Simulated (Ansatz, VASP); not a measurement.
## Two plane-wave programs on NaBe5H

```
Na Be H
1.0
     3.96696    0.00000    0.00000
    -1.98348    3.43549    0.00000
     0.00000    0.00000    5.83257
Na Be H
1 5 1
Direct
  0.00000 0.00000 0.50000
  0.50000 0.00000 0.50000
  0.00000 0.50000 0.50000
  0.50000 0.50000 0.50000
  0.00000 0.00000 0.17248
  0.00000 0.00000 0.82752
  0.00000 0.00000 0.00000
```

Alike in both runs: task single point; functional PBE; k mesh 6 × 6 × 4; occupations gaussian, width 0.1 eV; no spin polarisation.

```csv
,VASP,Ansatz
version,VASP 6.6.1,Ansatz 0.2.0
potentials or method,"VASP PAW PBE potentials, release 64 (Na_pv, Be, H), cutoff 520 eV","scalar-relativistic, plane waves, PAW"
valence electrons in the cell,18,20
```

VASP gave:

| Item | Value |
| --- | --- |
| gap on the k mesh at the Fermi level (eV) | none |
| rms of the force components (eV/Å) | 2.210 |

Q: Which values does Ansatz return?

A: gap on the k mesh at the Fermi level (eV): none; rms of the force components (eV/Å): 2.276.

Atom by atom the forces differ by 0.066 eV/Å (rms over components). A gap of «none» marks a metal or a gap that the smearing closes. With one functional, cell and mesh, what is left measures potentials, basis and numerics. VASP's potentials hold 18 valence electrons a cell and Ansatz's 20, so a difference there can come from the potentials and not from the codes.
